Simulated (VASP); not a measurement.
# Cd (P6/mmm) in VASP: notebook

The runs below take Cd through relaxation of shape and atoms at fixed volume, with PBE.

Program: VASP 6.6.1. These are calculated values, not measurements. Logs are shortened: lines on timing, memory, paths and dates and some standing lists are left out, and cuts for length are marked.

## Step 1: The cell of the first run

Symmetry: P6/mmm, No. 191, hexagonal system. Conventional cell: a = 4.212 Å, b = 4.212 Å, c = 2.539 Å, α = 90.00°, β = 90.00°, γ = 120.00°. Within 3.4 Å of Cd (site symmetry 6/mmm) lie 14 Cd at 2.54 to 2.74 Å. Cd (site symmetry -6m2) has 11 Cd at 2.43 to 2.74 Å within 3.2 Å.

This isn't the form of Cd at room conditions, which is hcp.

## Step 2: Relaxation of shape and atoms at fixed volume, PBE

Input file INCAR:

```
PREC = Accurate
ENCUT = 600
EDIFF = 1E-6
ISMEAR = -1
SIGMA = 0.08
LREAL = F
LASPH = T
NELM = 60
ALGO = Normal
ISIF = 4
LWAVE = F
LCHARG = F
GGA = PE
IBRION = 2
NSW = 50
EDIFFG = -0.005
```

Input file KPOINTS:

```
regular mesh
0
Gamma
  7 7 10
```

Input file POSCAR:

```
Cd
1.0
    4.2124484323      0.0000000000      0.0000000000
   -2.1062242161      3.6480873545      0.0000000000
    0.0000000000      0.0000000000      2.5392261160
Cd
3
Direct
    0.0000000000      0.0000000000      0.0000000000
    0.3333333333      0.6666666667      0.5000000000
    0.6666666667      0.3333333333      0.5000000000
```

Potentials or basis: VASP PAW PBE potentials, release 64 (Cd).

Started as:

```bash
cat potpaw_PBE.64/Cd/POTCAR > POTCAR
mpirun -np 1 vasp_std > vasp.out
```

OUTCAR:

```text
PREC = Accurate
   ENCUT = 600
   EDIFF = 1E-6
   ISMEAR = -1
   LREAL = F
   LASPH = T
   NELM = 60
   ISIF = 4
   GGA = PE
   IBRION = 2
   NSW = 50
   EDIFFG = -0.005

 ion  position               nearest neighbor table
   1  0.000  0.000  0.000-   2 2.74   3 2.74   2 2.74   3 2.74   2 2.74   2 2.74   3 2.74   3 2.74
                             3 2.74   3 2.74   2 2.74   2 2.74
   2  0.333  0.667  0.500-   3 2.43   3 2.43   3 2.43   1 2.74   1 2.74   1 2.74   1 2.74   1 2.74
                             1 2.74   3 3.52   3 3.52   3 3.52   3 3.52   3 3.52   3 3.52
   3  0.667  0.333  0.500-   2 2.43   2 2.43   2 2.43   1 2.74   1 2.74   1 2.74   1 2.74   1 2.74
                             1 2.74   2 3.52   2 3.52   2 3.52   2 3.52   2 3.52   2 3.52

  LATTYP: Found a hexagonal cell.
 ALAT       =     4.2124484323
 C/A-ratio  =     0.6027910268

  Lattice vectors:

 A1 = (   4.2124484323,   0.0000000000,   0.0000000000)
 A2 = (  -2.1062242161,   3.6480873545,   0.0000000000)
 A3 = (   0.0000000000,   0.0000000000,   2.5392261160)

Analysis of symmetry for initial positions (statically):
=====================================================================
 Subroutine PRICEL returns:
 Original cell was already a primitive cell.

 Routine SETGRP: Setting up the symmetry group for a
 hexagonal supercell.

 Subroutine GETGRP returns: Found 24 space group operations
 (whereof 24 operations were pure point group operations)
 out of a pool of 24 trial point group operations.

The static configuration has the point symmetry D_6h.

Analysis of symmetry for dynamics (positions and initial velocities):
=====================================================================
 Subroutine PRICEL returns:
 Original cell was already a primitive cell.

 Routine SETGRP: Setting up the symmetry group for a
 hexagonal supercell.

 Subroutine GETGRP returns: Found 24 space group operations
 (whereof 24 operations were pure point group operations)
 out of a pool of 24 trial point group operations.

The dynamic configuration has the point symmetry D_6h.

 Subroutine INISYM returns: Found 24 space group operations
 (whereof 24 operations are pure point group operations),
 and found     1 'primitive' translations

----------------------------------------------------------------------------------------

                                     Primitive cell

  volume of cell :      39.0213

  direct lattice vectors                    reciprocal lattice vectors
     4.212448432  0.000000000  0.000000000     0.237391630  0.137058122  0.000000000
    -2.106224216  3.648087354  0.000000000     0.000000000  0.274116243  0.000000000
     0.000000000  0.000000000  2.539226116     0.000000000  0.000000000  0.393820776

  length of vectors
     4.212448432  4.212448432  2.539226116     0.274116243  0.274116243  0.393820776

  position of ions in fractional coordinates (direct lattice)
     0.000000000  0.000000000  0.000000000
     0.333333333  0.666666667  0.500000000
     0.666666667  0.333333333  0.500000000

  ion indices of the primitive-cell ions
   primitive index   ion index
                 1           1
                 2           2
                 3           3

----------------------------------------------------------------------------------------

 KPOINTS: regular mesh

Automatic generation of k-mesh.
 Grid dimensions read from file:
 generate k-points for:    7    7   10

 Generating k-lattice:

  Cartesian coordinates                     Fractional coordinates (reciprocal lattice)
     0.033913090  0.019579732  0.000000000     0.142857143 -0.000000000  0.000000000
     0.000000000  0.039159463  0.000000000     0.000000000  0.142857143  0.000000000
     0.000000000  0.000000000  0.039382078     0.000000000  0.000000000  0.100000000

  Length of vectors
     0.039159463  0.039159463  0.039382078

  Shift w.r.t. Gamma in fractional coordinates (k-lattice)
     0.000000000  0.000000000  0.000000000

 Subroutine IBZKPT returns following result:
 ===========================================

 Found     48 irreducible k-points:

 Following reciprocal coordinates:
            Coordinates               Weight
  0.000000  0.000000  0.000000      1.000000
  0.142857  0.000000  0.000000      6.000000
  0.285714 -0.000000  0.000000      6.000000
  0.428571  0.000000  0.000000      6.000000
  0.142857  0.142857  0.000000      6.000000
  0.285714  0.142857  0.000000     12.000000
[... 16 lines left out ...]
  0.428571  0.142857  0.200000     12.000000
  0.285714  0.285714  0.200000     12.000000
 [... further k-points ...]
   k-points           NKPTS =     48   k-points in BZ     NKDIM =     48   number of bands    NBANDS=     22
   number of dos      NEDOS =    301   number of ions     NIONS =      3
   total plane-waves  NPLWV =  25920
   dimension x,y,z NGX =    36 NGY =   36 NGZ =   20
   dimension x,y,z NGXF=    72 NGYF=   72 NGZF=   40
   ions per type =               3
   NGX,Y,Z   is equivalent  to a cutoff of  14.21, 14.21, 13.09 a.u.
   NGXF,Y,Z  is equivalent  to a cutoff of  28.42, 28.42, 26.19 a.u.
 SYSTEM =  unknown system
   PREC   = accura    normal or accurate (medium, high low for compatibility)
   ISTART =      0    job   : 0-new  1-cont  2-samecut
   ICHARG =      2    charge: 1-file 2-atom 10-const
   ISPIN  =      1    spin polarized calculation?
   LNONCOLLINEAR =      F non collinear calculations
   LSORBIT =      F    spin-orbit coupling
   LASPH  =      T    aspherical Exc in radial PAW
   ENCUT  =  600.0 eV  44.10 Ry    6.64 a.u.   8.41  8.41  5.07*2*pi/ulx,y,z
   NELM   =     60;   NELMIN=  2; NELMDL= -5     # of ELM steps
   EDIFF  = 0.1E-05   stopping-criterion for ELM
   LREAL  =      F    real-space projection
   EDIFFG = -.5E-02   stopping-criterion for IOM
   NSW    =     50    number of steps for IOM
   IBRION =      2    ionic relax: 0-MD 1-quasi-New 2-CG
   NFREE  =      1    steps in history (QN), initial steepest desc. (CG)
   ISIF   =      4    stress and relaxation
   ISYM   =      2    0-nonsym 1-usesym 2-fastsym
   POTIM  = 0.5000    time-step for ionic-motion
   TEBEG  =    0.0;   TEEND  =   0.0 temperature during run
   PSTRESS=    0.0 pullay stress
   NELECT =      36.0000    total number of electrons
   NUPDOWN=      -1.0000    fix difference up-down
   EMIN   =  10.00;   EMAX   =-10.00  energy-range for DOS
   EFERMI =   0.00;   METHOD = LEGACY
   ISMEAR =    -1;   SIGMA  =   0.08  broadening in eV -4-tet -1-fermi 0-gaus
   EFERMI_NEDOS =   21; number of points for ismear=-14 and -15
   IALGO  =     38    algorithm
   IMIX   =      4    mixing-type and parameters
     AMIX     =   0.40;   BMIX     =  1.00
     AMIX_MAG =   1.60;   BMIX_MAG =  1.00
  volume/ion in A,a.u.               =      13.01        87.78
  Fermi-wavevector in a.u.,A,eV,Ry     =   1.593707  3.011670 34.557483  2.539903
  Thomas-Fermi vector in A             =   2.691895
   LORBIT       =      0    0 simple, 1 ext, 2 COOP (PROOUT), +10 PAW based schemes
   GGA     = PE    functional components
   LHFCALC =     F    Hartree Fock is set to
   AEXX    =    0.0000 exact exchange contribution
   IVDW    =     0    specifies the selected vdW correction
   LEPSILON=     F    determine dielectric tensor
   LRPA    =     F    only Hartree local field effects (RPA)
 conjugate gradient relaxation of ions
 non-spin polarized calculation
  energy-cutoff  :      600.00
  volume of cell :       39.02
 maximum number of plane-waves:      1342
 NGX is ok and might be reduce to    36
   NGX = 17   NGY = 17   NGZ = 11

--------------------------------------- Ionic step        1  -------------------------------------------

 number of electron      35.9999999 magnetization

 Free energy of the ion-electron system (eV)
  ---------------------------------------------------
  ext. energy  EPLUGINS =         0.00000000
  ---------------------------------------------------
  free energy    TOTEN  =         4.62862401 eV

  energy without entropy =        4.64877170  energy(sigma->0) =        4.63869785

------------------------ aborting loop because EDIFF is reached ----------------------------------------

  FORCE on cell =-STRESS in cart. coord.  units (eV):
  Direction    XX          YY          ZZ          XY          YZ          ZX
  --------------------------------------------------------------------------------------
  -------------------------------------------------------------------------------------
  Total       31.4273834     31.4273834     30.7032986      0.0000000      0.0000000     -0.0000000
  in kB     1290.3799404   1290.3799403   1260.6496734      0.0000000      0.0000000     -0.0000000
  external PRESSURE =    1280.4698514 kB  Pullay stress =       0.0000000 kB

 VOLUME and BASIS-vectors are now :
 -----------------------------------------------------------------------------
  energy-cutoff  :      600.00
  volume of cell :       39.02
      direct lattice vectors                 reciprocal lattice vectors
     4.212448432  0.000000000  0.000000000     0.237391630  0.137058122  0.000000000
    -2.106224216  3.648087354  0.000000000     0.000000000  0.274116243  0.000000000
     0.000000000  0.000000000  2.539226116     0.000000000  0.000000000  0.393820776
[... 38 lines left out ...]
 POSITION                                       TOTAL-FORCE (eV/Angst)
 -----------------------------------------------------------------------------------
      4.22886      0.00000      2.51955         0.000000      0.000000     -0.000000
     -0.00000      2.44153      1.25978        -0.000000     -0.000000     -0.000000
      2.11443      1.22077      1.25978         0.000000      0.000000      0.000000
 -----------------------------------------------------------------------------------
    total drift:                                0.000000      0.000000      0.000000

  FREE ENERGIE OF THE ION-ELECTRON SYSTEM (eV)
  ---------------------------------------------------
  free  energy   TOTEN  =         4.6265703297 eV

  energy  without entropy=        4.6447450704  energy(sigma->0) =        4.63565770

--------------------------------------- Ionic step        3  -------------------------------------------

 number of electron      36.0000003 magnetization

 Free energy of the ion-electron system (eV)
  ---------------------------------------------------
  ext. energy  EPLUGINS =         0.00000000
  ---------------------------------------------------
  free energy    TOTEN  =         4.62635758 eV

  energy without entropy =        4.64513340  energy(sigma->0) =        4.63574549

 E-fermi :   8.9691     XC(G=0): -14.0122

 val. band max:        8.9513282031   @ k =   0.4286   0.0000   0.2000
 cond. band min:       8.9933668466   @ k =   0.0000   0.0000   0.0000
 fundamental gap:      0.0420386435
 Fermi energy:         8.9691129981

 k-point     1 :       0.0000    0.0000    0.0000
  band No.  band energies     occupation
      1      -5.8272      2.00000
      2      -5.4245      2.00000
      3      -4.0167      2.00000
      4      -3.9752      2.00000
      5      -3.6829      2.00000
      6      -3.6829      2.00000
[... 14 lines left out ...]
     21      10.2629      0.00000
     22      10.5432      0.00000
[... 552 lines left out ...]
  band No.  band energies     occupation
      1      -5.0484      2.00000
      2      -4.4656      2.00000
      3      -4.3752      2.00000
      4      -4.1413      2.00000
      5      -3.7302      2.00000
      6      -3.7265      2.00000
[... 14 lines left out ...]
     21      16.4170      0.00000
     22      17.2285      0.00000

 [... further k-points ...]

------------------------ aborting loop because EDIFF is reached ----------------------------------------

  FORCE on cell =-STRESS in cart. coord.  units (eV):
  Direction    XX          YY          ZZ          XY          YZ          ZX
  --------------------------------------------------------------------------------------
  -------------------------------------------------------------------------------------
  Total       31.2017145     31.2017145     31.2055223      0.0000000      0.0000000     -0.0000000
  in kB     1281.1141790   1281.1141790   1281.2705244      0.0000000      0.0000000     -0.0000000
  external PRESSURE =    1281.1662942 kB  Pullay stress =       0.0000000 kB

 VOLUME and BASIS-vectors are now :
 -----------------------------------------------------------------------------
  energy-cutoff  :      600.00
  volume of cell :       39.02
      direct lattice vectors                 reciprocal lattice vectors
     4.225152493  0.000000000 -0.000000000     0.236677848  0.136646019 -0.000000000
    -2.112576246  3.659089394  0.000000000    -0.000000000  0.273292039 -0.000000000
     0.000000000  0.000000000  2.523979336     0.000000000 -0.000000000  0.396199757

 POSITION                                       TOTAL-FORCE (eV/Angst)
 -----------------------------------------------------------------------------------
     -2.11258      3.65909      0.00000         0.000000      0.000000     -0.000000
     -0.00000      2.43939      1.26199        -0.000000      0.000000     -0.000000
      2.11258      1.21970      1.26199         0.000000     -0.000000      0.000000
 -----------------------------------------------------------------------------------
    total drift:                                0.000000      0.000000     -0.000000

  FREE ENERGIE OF THE ION-ELECTRON SYSTEM (eV)
  ---------------------------------------------------
  free  energy   TOTEN  =         4.6263575789 eV

  energy  without entropy=        4.6451333981  energy(sigma->0) =        4.63574549

 reached required accuracy - stopping structural energy minimisation
```

Run time: 30 s. Hardware: 1 thread of Intel Xeon 6975P-C (Granite Rapids), shared host; peak memory 0.18 GiB.

What came out:

* Free energy: 4.6264 eV
* Energy gained by relaxing: 0.8 meV/atom
* Ionic steps: 3
* Pressure after relaxing: 128.1 GPa
* Band gap on the k mesh: zero (bands 18 and 19 overlap by 4.12 eV)

The path:
```csv
step,energy change (eV),largest force (eV/Å),pressure (GPa),volume (Å³)
1,0.0000,0.0000,128.05,39.02
2,-0.0021,0.0000,128.14,39.02
3,-0.0023,0.0000,128.12,39.02
```

Final structure:
```yaml
crystal:
  lattice:
    - [4.22515, 0.00000, 0.00000]
    - [-2.11258, 3.65909, 0.00000]
    - [0.00000, 0.00000, 2.52398]
  atoms:
    - { symbol: Cd, position: [0.00000, 0.00000, 0.00000] }
    - { symbol: Cd, position: [0.33333, 0.66667, 0.50000] }
    - { symbol: Cd, position: [0.66667, 0.33333, 0.50000] }
```

Levels at points of the mesh, in eV from the Fermi level:
```csv
k point,band 16,band 17,band 18,band 19,band 20,band 21
"(0.00, 0.00, 0.00)",-10.07,0.02,0.02,0.05,0.05,1.29
"(0.00, 0.00, 0.50)",-6.16,-5.25,3.38,3.88,3.88,5.08
```

(Part 1 of 2 ends here.)
